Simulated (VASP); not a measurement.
# SnSe (Cmcm) in VASP: further runs

Runs on SnSe. Level: PBE+D3(BJ). Tasks: single point.

Everything below comes from runs of VASP 6.6.1. Logs are shortened: lines on timing, memory, paths and dates and some standing lists are left out, and cuts for length are marked.

**1. The cell of the first run**

The structure is orthorhombic, space group Cmcm (No. 63). The conventional cell has a = 4.259 Å, b = 11.752 Å, c = 4.257 Å, α = 90.00°, β = 90.00°, γ = 90.00°. Within 3.6 Å of Sn (site symmetry m2m) lie 5 Se at 2.74 to 3.02 Å. Within 3.6 Å of Se (site symmetry m2m) lie 5 Sn at 2.74 to 3.02 Å.

**2. Single point, PBE+D3(BJ) (volume scaled by 1.03, then relaxed in part)**

INCAR reads:

```
PREC = Accurate
ENCUT = 520
EDIFF = 1E-6
ISMEAR = 0
SIGMA = 0.01
LREAL = F
LASPH = T
NELM = 60
ALGO = Normal
ISIF = 2
LWAVE = F
LCHARG = F
GGA = PE
IVDW = 12
NBANDS = 28
```

KPOINTS reads:

```
Automatic mesh
0
Gamma
  10 10 8
```

POSCAR reads:

```
SnSe
1.0
    2.1296060464     -5.8758521964      0.0000000000
    2.1296060464      5.8758521964      0.0000000000
    0.0000000000      0.0000000000      4.2574222311
Sn Se
2 2
Direct
    0.8751103337      0.1248896663      0.2500000000
    0.1248896663      0.8751103337      0.7500000000
    0.6422380051      0.3577619949      0.2500000000
    0.3577619949      0.6422380051      0.7500000000
```

Potentials or basis: VASP PAW PBE potentials, release 64 (Sn_d, Se).

Command:

```sh
$ cat potpaw_PBE.64/Sn_d/POTCAR potpaw_PBE.64/Se/POTCAR > POTCAR
$ mpirun -np 1 vasp_std > vasp.out
```

OUTCAR:

```text
PREC = Accurate
   ENCUT = 520
   EDIFF = 1E-6
   ISMEAR = 0
   LREAL = F
   LASPH = T
   NELM = 60
   ISIF = 2
   GGA = PE
   IVDW = 12
 IVDW          = 12

 ion  position               nearest neighbor table
   1  0.875  0.125  0.250-   3 2.74   4 3.02   4 3.02   4 3.02   4 3.02   2 3.63   2 3.63
   2  0.125  0.875  0.750-   4 2.74   3 3.02   3 3.02   3 3.02   3 3.02   1 3.63   1 3.63
   3  0.642  0.358  0.250-   1 2.74   2 3.02   2 3.02   2 3.02   2 3.02
   4  0.358  0.642  0.750-   2 2.74   1 3.02   1 3.02   1 3.02   1 3.02

  LATTYP: Found a base centered orthorhombic cell.
 ALAT       =     4.2592120928
 B/A-ratio  =     2.7591263682
 C/A-ratio  =     0.9995797669

  Lattice vectors:

 A1 = (   2.1296060464,  -5.8758521964,   0.0000000000)
 A2 = (   2.1296060464,   5.8758521964,   0.0000000000)
 A3 = (   0.0000000000,   0.0000000000,   4.2574222311)

Analysis of symmetry for initial positions (statically):
=====================================================================
 Subroutine PRICEL returns:
 Original cell was already a primitive cell.

 Routine SETGRP: Setting up the symmetry group for a
 base centered orthorhombic supercell.

 Subroutine GETGRP returns: Found  8 space group operations
 (whereof  4 operations were pure point group operations)
 out of a pool of  8 trial point group operations.

The static configuration has the point symmetry C_2h.
 The point group associated with its full space group is D_2h.

Analysis of symmetry for dynamics (positions and initial velocities):
=====================================================================
 Subroutine PRICEL returns:
 Original cell was already a primitive cell.

 Routine SETGRP: Setting up the symmetry group for a
 base centered orthorhombic supercell.

 Subroutine GETGRP returns: Found  8 space group operations
 (whereof  4 operations were pure point group operations)
 out of a pool of  8 trial point group operations.

The dynamic configuration has the point symmetry C_2h.
 The point group associated with its full space group is D_2h.

 Subroutine INISYM returns: Found  8 space group operations
 (whereof  4 operations are pure point group operations),
 and found     1 'primitive' translations

----------------------------------------------------------------------------------------

                                     Primitive cell

  volume of cell :     106.5484

  direct lattice vectors                    reciprocal lattice vectors
     2.129606046 -5.875852196  0.000000000     0.234785209 -0.085094040  0.000000000
     2.129606046  5.875852196  0.000000000     0.234785209  0.085094040  0.000000000
     0.000000000  0.000000000  4.257422231     0.000000000  0.000000000  0.234883915

  length of vectors
     6.249868874  6.249868874  4.257422231     0.249730034  0.249730034  0.234883915

  position of ions in fractional coordinates (direct lattice)
     0.875110334  0.124889666  0.250000000
     0.124889666  0.875110334  0.750000000
     0.642238005  0.357761995  0.250000000
     0.357761995  0.642238005  0.750000000

  ion indices of the primitive-cell ions
   primitive index   ion index
                 1           1
                 2           2
                 3           3
                 4           4

----------------------------------------------------------------------------------------

 KPOINTS: Automatic mesh

Automatic generation of k-mesh.
 Grid dimensions read from file:
 generate k-points for:   10   10    8

 Generating k-lattice:

  Cartesian coordinates                     Fractional coordinates (reciprocal lattice)
     0.023478521 -0.008509404  0.000000000     0.100000000  0.000000000  0.000000000
     0.023478521  0.008509404  0.000000000     0.000000000  0.100000000  0.000000000
     0.000000000  0.000000000  0.029360489     0.000000000  0.000000000  0.125000000

  Length of vectors
     0.024973003  0.024973003  0.029360489

  Shift w.r.t. Gamma in fractional coordinates (k-lattice)
     0.000000000  0.000000000  0.000000000

 Subroutine IBZKPT returns following result:
 ===========================================

 Found    155 irreducible k-points:

 Following reciprocal coordinates:
            Coordinates               Weight
  0.000000  0.000000  0.000000      1.000000
  0.100000 -0.000000  0.000000      4.000000
  0.200000 -0.000000  0.000000      4.000000
  0.300000  0.000000  0.000000      4.000000
  0.400000  0.000000  0.000000      4.000000
  0.500000  0.000000  0.000000      2.000000
[... 16 lines left out ...]
  0.300000  0.300000  0.000000      2.000000
  0.400000  0.300000  0.000000      4.000000
 [... further k-points ...]
   k-points           NKPTS =    155   k-points in BZ     NKDIM =    155   number of bands    NBANDS=     28
   number of dos      NEDOS =    301   number of ions     NIONS =      4
   total plane-waves  NPLWV =  73728
   dimension x,y,z NGX =    48 NGY =   48 NGZ =   32
   dimension x,y,z NGXF=    96 NGYF=   96 NGZF=   64
   ions per type =               2   2
   NGX,Y,Z   is equivalent  to a cutoff of  12.77, 12.77, 12.50 a.u.
   NGXF,Y,Z  is equivalent  to a cutoff of  25.54, 25.54, 24.99 a.u.
 SYSTEM =  unknown system
   PREC   = accura    normal or accurate (medium, high low for compatibility)
   ISTART =      0    job   : 0-new  1-cont  2-samecut
   ICHARG =      2    charge: 1-file 2-atom 10-const
   ISPIN  =      1    spin polarized calculation?
   LNONCOLLINEAR =      F non collinear calculations
   LSORBIT =      F    spin-orbit coupling
   LASPH  =      T    aspherical Exc in radial PAW
   ENCUT  =  520.0 eV  38.22 Ry    6.18 a.u.  11.62 11.62  7.92*2*pi/ulx,y,z
   NELM   =     60;   NELMIN=  2; NELMDL= -5     # of ELM steps
   EDIFF  = 0.1E-05   stopping-criterion for ELM
   LREAL  =      F    real-space projection
[... 7 lines left out ...]
   TEBEG  =    0.0;   TEEND  =   0.0 temperature during run
   PSTRESS=    0.0 pullay stress
   NELECT =      40.0000    total number of electrons
   NUPDOWN=      -1.0000    fix difference up-down
   EMIN   =  10.00;   EMAX   =-10.00  energy-range for DOS
   EFERMI =   0.00;   METHOD = LEGACY
   ISMEAR =     0;   SIGMA  =   0.01  broadening in eV -4-tet -1-fermi 0-gaus
   EFERMI_NEDOS =   21; number of points for ismear=-14 and -15
   IALGO  =     38    algorithm
   IMIX   =      4    mixing-type and parameters
     AMIX     =   0.40;   BMIX     =  1.00
     AMIX_MAG =   1.60;   BMIX_MAG =  1.00
  volume/ion in A,a.u.               =      26.64       179.76
  Fermi-wavevector in a.u.,A,eV,Ry     =   1.180989  2.231746 18.976524  1.394735
  Thomas-Fermi vector in A             =   2.317271
   LORBIT       =      0    0 simple, 1 ext, 2 COOP (PROOUT), +10 PAW based schemes
   GGA     = PE    functional components
   LHFCALC =     F    Hartree Fock is set to
   AEXX    =    0.0000 exact exchange contribution
   IVDW    =    12    specifies the selected vdW correction
   LEPSILON=     F    determine dielectric tensor
   LRPA    =     F    only Hartree local field effects (RPA)
 non-spin polarized calculation
 Gauss-broadening in eV      SIGMA  =   0.01
  energy-cutoff  :      520.00
  volume of cell :      106.55
 maximum number of plane-waves:      2900
   NGX = 23   NGY = 23   NGZ = 15

 number of electron      40.0000001 magnetization

 Free energy of the ion-electron system (eV)
  ---------------------------------------------------
  ext. energy  EPLUGINS =         0.00000000
  ---------------------------------------------------
  free energy    TOTEN  =       -16.37994588 eV

  energy without entropy =      -16.37994588  energy(sigma->0) =      -16.37994588

 E-fermi :   5.6099     XC(G=0):  -9.7318

 val. band max:        5.4773139888   @ k =   0.2000   0.2000   0.0000
 cond. band min:       5.8246654238   @ k =   0.5000   0.5000   0.0000
 fundamental gap:      0.3473514350
 Fermi energy:         5.6099199338

 k-point     1 :       0.0000    0.0000    0.0000
  band No.  band energies     occupation
      1     -15.9158      2.00000
      2     -15.9145      2.00000
      3     -15.9029      2.00000
      4     -15.9020      2.00000
      5     -15.8892      2.00000
      6     -15.8882      2.00000
[... 20 lines left out ...]
     27      10.7904      0.00000
     28      11.8554      0.00000

 k-point     2 :       0.1000   -0.0000    0.0000
  band No.  band energies     occupation
      1     -15.9150      2.00000
      2     -15.9135      2.00000
      3     -15.9044      2.00000
      4     -15.9023      2.00000
      5     -15.8885      2.00000
      6     -15.8866      2.00000
[... 20 lines left out ...]
     27      10.8823      0.00000
     28      11.8641      0.00000

 k-point     3 :       0.2000   -0.0000    0.0000
  band No.  band energies     occupation
      1     -15.9130      2.00000
      2     -15.9110      2.00000
      3     -15.9072      2.00000
      4     -15.9037      2.00000
      5     -15.8866      2.00000
      6     -15.8824      2.00000
[... 20 lines left out ...]
     27      11.0832      0.00000
     28      12.0776      0.00000

 k-point     4 :       0.3000    0.0000    0.0000
  band No.  band energies     occupation
      1     -15.9103      2.00000
      2     -15.9103      2.00000
      3     -15.9080      2.00000
      4     -15.9056      2.00000
      5     -15.8844      2.00000
      6     -15.8776      2.00000
[... 20 lines left out ...]
     27      11.8033      0.00000
     28      12.6564      0.00000

 k-point     5 :       0.4000    0.0000    0.0000
  band No.  band energies     occupation
      1     -15.9126      2.00000
      2     -15.9080      2.00000
      3     -15.9073      2.00000
      4     -15.9058      2.00000
      5     -15.8827      2.00000
      6     -15.8743      2.00000
[... 20 lines left out ...]
     27      12.9465      0.00000
     28      13.1880      0.00000

 k-point     6 :       0.5000    0.0000    0.0000
  band No.  band energies     occupation
      1     -15.9135      2.00000
      2     -15.9079      2.00000
      3     -15.9070      2.00000
      4     -15.9049      2.00000
      5     -15.8820      2.00000
      6     -15.8731      2.00000
[... 463 lines left out ...]
      5     -15.8853      2.00000
      6     -15.8840      2.00000
[... 20 lines left out ...]
     27      10.7646      0.00000
     28      11.5049      0.00000

 k-point    22 :      -0.2000    0.2000    0.0000
  band No.  band energies     occupation
      1     -15.9169      2.00000
      2     -15.9137      2.00000
      3     -15.9057      2.00000
      4     -15.8993      2.00000
      5     -15.8869      2.00000
      6     -15.8859      2.00000
[... 20 lines left out ...]
     27      11.0433      0.00000
     28      11.1802      0.00000

 k-point    23 :       0.3000    0.3000    0.0000
  band No.  band energies     occupation
      1     -15.9140      2.00000
      2     -15.9068      2.00000
      3     -15.9065      2.00000
      4     -15.9058      2.00000
      5     -15.8807      2.00000
      6     -15.8770      2.00000
[... 20 lines left out ...]
     27      12.5688      0.00000
     28      13.4064      0.00000

 k-point    24 :       0.4000    0.3000    0.0000
  band No.  band energies     occupation
      1     -15.9124      2.00000
      2     -15.9104      2.00000
      3     -15.9072      2.00000
      4     -15.9033      2.00000
      5     -15.8798      2.00000
      6     -15.8796      2.00000
[... 20 lines left out ...]
     27      11.3824      0.00000
     28      13.1020      0.00000

 [... further k-points ...]

------------------------ aborting loop because EDIFF is reached ----------------------------------------

 Edisp (eV)   -1.45091

 E8    (eV) :    -0.6543

  FORCE on cell =-STRESS in cart. coord.  units (eV):
  Direction    XX          YY          ZZ          XY          YZ          ZX
  --------------------------------------------------------------------------------------
  -------------------------------------------------------------------------------------
  Total      -0.67701    -0.69660    -0.67794     0.00000     0.00000     0.00000
  in kB     -10.18024   -10.47485   -10.19425     0.00000     0.00000     0.00000
  external pressure =      -10.28 kB  Pullay stress =        0.00 kB

 VOLUME and BASIS-vectors are now :
 -----------------------------------------------------------------------------
  energy-cutoff  :      520.00
  volume of cell :      106.55
      direct lattice vectors                 reciprocal lattice vectors
     2.129606046 -5.875852196  0.000000000     0.234785209 -0.085094040  0.000000000
     2.129606046  5.875852196  0.000000000     0.234785209  0.085094040  0.000000000
     0.000000000  0.000000000  4.257422231     0.000000000  0.000000000  0.234883915

 POSITION                                       TOTAL-FORCE (eV/Angst)
 -----------------------------------------------------------------------------------
      2.12961     -4.40819      1.06436         0.000000     -0.007515      0.000000
      2.12961      4.40819      3.19307         0.000000      0.007515     -0.000000
      2.12961     -1.67154      1.06436         0.000000      0.004616     -0.000000
      2.12961      1.67154      3.19307         0.000000     -0.004616     -0.000000
 -----------------------------------------------------------------------------------
    total drift:                                0.000000      0.000000      0.000000

  FREE ENERGIE OF THE ION-ELECTRON SYSTEM (eV)
  ---------------------------------------------------
  free  energy   TOTEN  =       -17.8308599128 eV

  energy  without entropy=      -17.8308599128  energy(sigma->0) =      -17.83085991
```

It took 9.7 min on 1 thread of Oxide Virtual Turin-like, shared host; peak memory 0.51 GiB.

Results:

```yaml
Free_energy: -17.8309 eV
Pressure: -1.0 GPa
Largest_force: 0.008 eV/Å
Band_gap_on_the_k_mesh: 0.35 eV, indirect (least direct gap 0.63 eV)
Dispersion_energy_per_atom: -0.363 eV
```

Forces in eV/Å, atoms in the order of the input:
```
Sn   0.000 -0.008  0.000
Sn   0.000  0.008  0.000
Se   0.000  0.005  0.000
Se   0.000 -0.005  0.000
```

Levels at points of the mesh, in eV from the valence-band top:
```tsv
k point	band 16	band 17	band 18	band 19	band 20	band 21	band 22	band 23	band 24	band 25
(0.00, 0.00, 0.00)	-3.46	-3.03	-2.33	-1.68	-0.59	3.57	3.90	4.10	4.68	4.85
(0.50, 0.00, 0.00)	-2.59	-1.88	-1.58	-0.47	-0.26	1.22	1.23	1.32	2.33	2.91
(0.50, 0.50, 0.00)	-3.02	-2.32	-1.92	-1.72	-0.64	0.35	3.57	3.72	4.03	4.43
(0.00, 0.00, 0.50)	-3.47	-1.69	-1.69	-0.20	-0.20	0.87	0.87	1.56	1.56	4.98
(0.50, 0.00, 0.50)	-4.92	-3.85	-3.85	-1.69	-1.69	2.49	2.49	5.03	5.03	6.28
(0.50, 0.50, 0.50)	-1.85	-1.55	-1.55	-0.94	-0.94	1.53	1.53	2.13	2.13	2.68
```

Caveat: the cell differs from its parent crystal (volume scaled by 1.03, then relaxed in part); spin-orbit coupling is left out, which moves the levels of the heavy elements. A k mesh can miss the band edges.

**3. Single point, PBE+D3(BJ)**

This run uses another cell than the first one, of 27.23 Å³/atom, 1.022 times its volume.

INCAR reads:

```
SYSTEM = SnSe
PREC     = Accurate       ! precision mode
ENCUT    = 520            ! plane-wave cutoff, eV
EDIFF    = 1E-6           ! SCF threshold, eV
ISMEAR   = 0              ! smearing method
SIGMA    = 0.01           ! smearing width, eV
LREAL    = .False.        ! projectors in reciprocal space
LASPH    = .True.         ! aspherical terms in the spheres
NELM     = 100            ! most SCF steps
ALGO     = Normal         ! electronic algorithm
ISIF     = 2              ! what is computed and relaxed
LWAVE    = .False.        ! write WAVECAR
LCHARG   = .False.        ! write CHGCAR
GGA      = PE             ! functional
IVDW     = 12             ! dispersion correction
NBANDS   = 28             ! bands
```

KPOINTS reads:

```
Automatic mesh
0
Gamma
  10 10 8
  0 0 0
```

POSCAR reads:

```
SnSe
1.0
    2.1550000000     -5.8525000000      0.0000000000
    2.1550000000      5.8525000000      0.0000000000
    0.0000000000      0.0000000000      4.3180000000
Sn Se
2 2
Direct
    0.8736843630      0.1263156370      0.2500000000
    0.1263156370      0.8736843630      0.7500000000
    0.6409021929      0.3590978071      0.2500000000
    0.3590978071      0.6409021929      0.7500000000
```

Potentials or basis: VASP PAW PBE potentials, release 64 (Sn_d, Se).

Command:

```sh
$ cat potpaw_PBE.64/Sn_d/POTCAR potpaw_PBE.64/Se/POTCAR > POTCAR
$ mpirun -np 1 vasp_std > vasp.out
```

It took 11 min on 1 thread of Oxide Virtual Turin-like, shared host; peak memory 0.52 GiB.

Results (log left out):

| Item | Value |
| --- | --- |
| Free energy | -17.8036 eV |
| Pressure | -1.9 GPa |
| Largest force | 0.012 eV/Å |
| Band gap on the k mesh | 0.53 eV, indirect (least direct gap 0.63 eV) |
| Dispersion energy per atom | -0.355 eV |

Forces on the atoms (eV/Å):
```
Sn   0.000 -0.009  0.000
Sn   0.000  0.009  0.000
Se   0.000  0.012  0.000
Se   0.000 -0.012  0.000
```

Stress tensor (GPa, compression positive):
```
-2.42  0.00  0.00
 0.00 -0.87  0.00
 0.00  0.00 -2.41
```

Levels at points of the mesh, in eV from the valence-band top:
| k point | band 16 | band 17 | band 18 | band 19 | band 20 | band 21 | band 22 | band 23 | band 24 | band 25 |
| --- | --- | --- | --- | --- | --- | --- | --- | --- | --- | --- |
| (0.00, 0.00, 0.00) | -3.38 | -2.92 | -2.23 | -1.58 | -0.64 | 3.64 | 3.90 | 3.97 | 4.59 | 4.67 |
| (0.50, 0.00, 0.00) | -2.51 | -1.85 | -1.53 | -0.48 | -0.36 | 1.21 | 1.25 | 1.28 | 2.30 | 2.94 |
| (0.50, 0.50, 0.00) | -2.93 | -2.24 | -1.75 | -1.60 | -0.67 | 0.53 | 3.45 | 3.78 | 4.01 | 4.25 |
| (0.00, 0.00, 0.50) | -3.39 | -1.64 | -1.64 | -0.24 | -0.24 | 0.86 | 0.86 | 1.55 | 1.55 | 5.02 |
| (0.50, 0.00, 0.50) | -4.75 | -3.69 | -3.69 | -1.60 | -1.60 | 2.61 | 2.61 | 4.88 | 4.88 | 6.07 |
| (0.50, 0.50, 0.50) | -1.80 | -1.47 | -1.47 | -0.91 | -0.91 | 1.46 | 1.46 | 2.15 | 2.15 | 2.77 |

Caveat: spin-orbit coupling is left out, which moves the levels of the heavy elements.

(Part 1 of 2 ends here.)
